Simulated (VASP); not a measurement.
Here is a VASP 6.6.1 calculation.

File INCAR:

```
SYSTEM = YbH3
  PREC = Accurate
  ENCUT = 520
  EDIFF = 1E-7
  ISMEAR = 0
  SIGMA = 0.05
  LREAL = .False.
  LASPH = .True.
  NELM = 80
  ALGO = Normal
  ISIF = 2
  LWAVE = .False.
  LCHARG = .True.
  GGA = PE
  LELF = .True.
  LVHAR = .True.
  NBANDS = 22
```

File KPOINTS:

```
Automatic mesh
0
Gamma
  10 10 10
  0 0 0
```

Contents of POSCAR:

```
YbH3
1.0
    0.0000000000      2.5581322471      2.5581322471
    2.5581322471      0.0000000000      2.5581322471
    2.5581322471      2.5581322471      0.0000000000
Yb H
1 3
Direct
    0.0000000000      0.0000000000      0.0000000000
    0.5000000000      0.5000000000      0.5000000000
    0.2500000000      0.2500000000      0.2500000000
    0.7500000000      0.7500000000      0.7500000000
```

Potentials or basis: VASP PAW PBE potentials, release 64 (Yb, H).

Run with:

```bash
$ cat potpaw_PBE.64/Yb/POTCAR potpaw_PBE.64/H/POTCAR > POTCAR
$ mpirun -np 1 vasp_std > vasp.out
```

(1) Predict the pressure.

## Answers

(1) -1.7 GPa.
